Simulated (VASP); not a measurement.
A run of VASP 6.6.1 is set up as follows.

File INCAR:

```
SYSTEM = InBi3O
  PREC = Accurate
  ENCUT = 520
  EDIFF = 1E-6
  ISMEAR = 0
  SIGMA = 0.2
  LREAL = .False.
  LASPH = .True.
  NELM = 80
  ALGO = Normal
  ISIF = 2
  LWAVE = .False.
  LCHARG = .False.
  GGA = PE
  NBANDS = 40
```

The input KPOINTS:

```
regular mesh
0
Gamma
  3 3 3
  0 0 0
```

The input POSCAR:

```
InBi3O
1.0
    5.0132235787      0.0000000000      0.0000000000
    0.0000000000      5.0132235787      0.0000000000
    0.0000000000      0.0000000000      5.0132235787
In Bi O
1 3 1
Direct
    0.0000000000      0.0000000000      0.0000000000
    0.0000000000      0.5000000000      0.5000000000
    0.5000000000      0.0000000000      0.5000000000
    0.5000000000      0.5000000000      0.0000000000
    0.5000000000      0.5000000000      0.5000000000
```

Potentials or basis: VASP PAW PBE potentials, release 64 (In_d, Bi_d, O).

Run with:

```sh
$ cat potpaw_PBE.64/In_d/POTCAR potpaw_PBE.64/Bi_d/POTCAR potpaw_PBE.64/O/POTCAR > POTCAR
$ mpirun -np 1 vasp_std > vasp.out
```

**Question.** Estimate the band gap on the k mesh.

**Answer.** Zero (bands 32 and 33 overlap by 0.75 eV).

**Question.** What does it give for the pressure?

**Answer.** -0.1 GPa.

Caveat: the k points lie up to 0.42 Å⁻¹ apart, too coarse for converged energies and pressures of a metal; spin-orbit coupling is left out, which moves the levels of the heavy elements.
